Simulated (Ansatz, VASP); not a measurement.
# Two plane-wave programs on CoO

```
Co O
1.0
     0.00000    2.02318    2.02318
     2.02318    0.00000    2.02318
     2.02318    2.02318    0.00000
Co O
1 1
Direct
  0.00000 0.00000 0.00000
  0.50000 0.50000 0.50000
```

Alike in both runs: task single point; functional PBE; k mesh 14 × 14 × 14; occupations gaussian, width 0.05 eV; no spin polarisation.

```csv
,VASP,Ansatz
version,VASP 6.6.1,Ansatz 0.2.0
potentials or method,"VASP PAW PBE potentials, release 64 (Co, O), cutoff 520 eV","scalar-relativistic, plane waves, PAW"
valence electrons in the cell,15,23
```

Ansatz gave:

* gap on the k mesh at the Fermi level (eV): none
* pressure (GPa): 10.2

**Question.** What did VASP give for the same quantities?

**Answer.** gap on the k mesh at the Fermi level (eV): none; pressure (GPa): 10.3.

A gap of «none» marks a metal or a gap that the smearing closes. VASP's potentials hold 15 valence electrons a cell and Ansatz's 23, so a difference there can come from the potentials and not from the codes.
